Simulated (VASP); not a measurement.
A run of VASP 6.6.1:

Contents of INCAR:

```
PREC = Accurate
ENCUT = 520
EDIFF = 1E-7
ISMEAR = -1
SIGMA = 0.05
LREAL = F
LASPH = T
NELM = 100
ALGO = Fast
ISIF = 2
LWAVE = F
LCHARG = F
NBANDS = 20
```

KPOINTS

```
Automatic mesh
0
Gamma
  10 8 7
```

File POSCAR:

```
Ga
1.0
    2.7968227674      0.0000000000      0.0000000000
    0.0000000000      3.3033419319      0.0000000000
   -1.3523282526      0.0000000000      4.0166995966
Ga
2
Direct
    0.1345962700      0.7500000000      0.7701668300
    0.8654037300      0.2500000000      0.2298331700
```

Potentials or basis: VASP PAW LDA potentials, release 64 (Ga_d).

The run is started by

```bash
$ cat potpaw_LDA.64/Ga_d/POTCAR > POTCAR
$ mpirun -np 1 vasp_std > vasp.out
```

Hardware: 1 thread of Intel Xeon 8259CL (shared host).

Problem. How long does it take, and how much memory?

Solution. Wall time 2.6 min on 1 thread of Intel Xeon 8259CL, with other jobs on the host, peak memory 0.22 GiB. Counts: scf iterations 13, k points 180.
